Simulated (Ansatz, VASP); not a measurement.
## Si in VASP and in Ansatz

```
CELL_PARAMETERS angstrom
0.00000 2.70094 2.70094
2.70094 0.00000 2.70094
2.70094 2.70094 0.00000
ATOMIC_POSITIONS crystal
Si 0.87500 0.87500 0.87500
Si 0.12500 0.12500 0.12500
```

Alike in both runs: functional LDA; k mesh 12 × 12 × 12; occupations fermi-dirac, width 0.08 eV; no spin polarisation.

Ansatz relaxed the structure, and its values are those at the end. VASP's run is a single point on that final structure, the one shown.

```csv
,VASP,Ansatz
version,VASP 6.6.1,Ansatz 0.2.0
potentials or method,"VASP PAW LDA potentials, release 64 (Si)","PAW with Ansatz's default frozen-core files, scalar-relativistic"
plane-wave cutoff (eV),500,420
valence electrons in the cell,8,8
```

|  | VASP | Ansatz | Ansatz less VASP |
| --- | --- | --- | --- |
| pressure (GPa) | 0.0 | 0.0 | -0.04 |

LDA's correlation is that of Perdew and Zunger in VASP and of Perdew and Wang (1992) in Ansatz.
